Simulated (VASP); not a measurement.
Wanted: the native input for a VASP 6.6.1 run.

| Item | Value |
| --- | --- |
| Task | single point |
| Functional | PBEsol |
| Potentials or basis | VASP PAW PBE potentials, release 64 (O, C, S, H) |
| Cutoff | 520 eV |
| k mesh | 1 × 1 × 1 |
| Occupations | fermi-dirac, width 0.02 eV |
| Spin | no spin polarisation |
| Dipole correction | no |
| Further INCAR settings | LREAL = Auto; ALGO = Normal; EDIFF = 1e-07; NBANDS = 63 |

The structure of H2CSO lies in POSCAR:

```
H2CSO
1.0
    7.9817290000      0.0000000000      0.0000000000
    0.0000000000      7.9817290000      0.0000000000
    0.0000000000      0.0000000000      7.9817290000
O C S H
5 5 5 10
Direct
    0.8189203116      0.2235856417      0.1354217864
    0.5290833603      0.0240298812      0.6440960348
    0.3340003150      0.6837240402      0.3872970380
   -0.0076549830      0.2447214131      0.6685393603
    0.2493695288      1.0791145628      0.8401437834
    0.8442030543      0.3553490729      0.1904224010
    0.5592397336      0.1617318754      0.5992185402
    0.3937492741      0.7603615708      0.2790372863
    0.0709620685      0.3540210398      0.7228133153
    0.1454196202      0.9831704384      0.8077698454
    0.9038267273      0.5298225485      0.2594550629
    0.5961866157      0.3476314468      0.5433910372
    0.4680940683      0.8681577638      0.1331165215
    0.1667307923      0.5088747062      0.8049007928
   -0.0022175646      0.8521211382      0.7936375690
   -0.0770008603      0.9079736984      0.4574823325
   -0.0469823017      0.8612419690      0.3747433670
    0.1899964281      0.2440699252      0.1569960594
    0.2434184373      0.1585370789      0.1736716443
    0.4172654822      0.4686453273      0.1131960256
    0.3443364213      0.4756362938      0.0493126239
    0.6598445024      0.7696703308      0.5498307447
    0.6765576732      0.7369080058      0.6422543286
    0.6192893795      0.6039418276      0.8687716659
    0.6342610730      0.5216163064      0.9159043110
```

These files were run (other wordings do the same):

INCAR

```
PREC = Accurate ; ENCUT = 520
EDIFF = 1E-7 ; ISMEAR = -1
SIGMA = 0.02 ; LREAL = Auto
LASPH = True ; NELM = 100
ALGO = Normal ; ISIF = 2
LWAVE = False ; LCHARG = True
GGA = PS ; LELF = True
LVHAR = True ; NBANDS = 63
```

KPOINTS

```
regular mesh
0
Gamma
  1 1 1
```

Potentials or basis: VASP PAW PBE potentials, release 64 (O, C, S, H).

Command:

```bash
$ cat potpaw_PBE.64/O/POTCAR potpaw_PBE.64/C/POTCAR potpaw_PBE.64/S/POTCAR potpaw_PBE.64/H/POTCAR > POTCAR
$ mpirun -np 1 vasp_gam > vasp.out
```

Results of the run:

```
Pressure      : 0.0 GPa
Largest force : 3.121 eV/Å
```

Caveat: the k points lie up to 0.79 Å⁻¹ apart; the PAW data sets were made with another functional, which shifts forces and pressure a little.

Wall time 35 s on 1 thread of Intel(R) Xeon(R) 6975P-C (Granite Rapids), with other jobs on the host, peak memory 0.48 GiB.
